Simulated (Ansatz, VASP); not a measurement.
**Two plane-wave programs on Au**

The input INCAR:

```
SYSTEM = Au
PREC = Accurate ; ENCUT = 400
EDIFF = 1E-8 ; ISMEAR = -1
SIGMA = 0.03 ; LREAL = .False.
LASPH = .True. ; NELM = 120
ALGO = Normal ; ISIF = 2
LWAVE = .False. ; LCHARG = .False.
GGA = PS ; LEFG = .True.
NBANDS = 26 ; GGA_COMPAT = .False.
```

File KPOINTS:

```
regular mesh
0
Gamma
  14 14 8
  0 0 0
```

POSCAR

```
Au
1.0
    2.8129984581      0.0000000000      0.0000000000
   -1.4064992290      2.4361281256      0.0000000000
    0.0000000000      0.0000000000      4.8800000000
Au
2
Direct
    0.3333333333      0.6666666667      0.7500000000
    0.6666666667      0.3333333333      0.2500000000
```

Input for Ansatz:

```yaml
crystal:
  lattice:
    - [2.8129984581, 0.0, 0.0]
    - [-1.406499229, 2.4361281256, 0.0]
    - [0.0, 0.0, 4.88]
  atoms:
    - { symbol: Au, position: [0.3333333333, 0.6666666667, 0.75] }
    - { symbol: Au, position: [0.6666666667, 0.3333333333, 0.25] }
kpoints:
  mp_grid: { grid: [14, 14, 8] }
scf:
  occupations: { method: fermi_dirac, width: 0.03 }
hamiltonian:
  xc: pbesol
  pseudopotentials: { kind: paw }
output:
  forces: true
  stress: true
  eigenvalues: true
  efg: { contact_densities: true }
  write_density: true
  write_potential: true
  elf: true
  volumetric_format: npy
```

Change from the starting cell: equal xx and yy strain of -3 %, PAW files.

Alike in both runs: task electric field gradients; functional PBEsol; k mesh 14 × 14 × 8; occupations fermi-dirac, width 0.03 eV; no spin polarisation.

|  | VASP | Ansatz |
| --- | --- | --- |
| version | VASP 6.6.1 | Ansatz 0.2.0 |
| potentials or method | VASP PAW PBE potentials, release 64 (Au_sv_GW) | PAW with Ansatz's default frozen-core files, scalar-relativistic |
| plane-wave cutoff (eV) | 400 | 420 |
| valence electrons in the cell | 38 | 38 |

Ansatz gave:

| Quantity | Value |
| --- | --- |
| size of Vzz on the site where it differs most (V/Å²) | 21.3 |

Q: What did VASP give for the same quantities?

A: Size of Vzz on the site where it differs most (V/Å²): 36.1.

VASP's potentials were made for PBE, not for PBEsol.

Neither program's run includes spin-orbit coupling.
